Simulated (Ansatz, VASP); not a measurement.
Re: VASP beside Ansatz

```
Re
1.0
     0.00000    1.92068    1.92068
     1.92068    0.00000    1.92068
     1.92068    1.92068    0.00000
Re
1
Direct
  0.00000 0.00000 0.00000
```

Alike in both runs: task single point; functional PBEsol; k mesh 18 × 18 × 18; occupations gaussian, width 0.1 eV; no spin polarisation.

|  | VASP | Ansatz |
| --- | --- | --- |
| version | VASP 6.6.1 | Ansatz 0.2.0 |
| potentials or method | VASP PAW PBE potentials, release 64 (Re), cutoff 520 eV | scalar-relativistic, plane waves, PAW |
| valence electrons in the cell | 7 | 15 |

```tsv
	VASP	Ansatz	Ansatz less VASP
gap on the k mesh at the Fermi level (eV)	none	none	-
pressure (GPa)	12.9	12.6	-0.28
```

VASP's potentials were made for PBE, not for PBEsol. A gap of «none» marks a metal or a gap that the smearing closes. With one functional, cell and mesh, what is left measures potentials, basis and numerics. VASP's potentials hold 7 valence electrons a cell and Ansatz's 15, so a difference there can come from the potentials and not from the codes.

Spin-orbit coupling is off throughout.
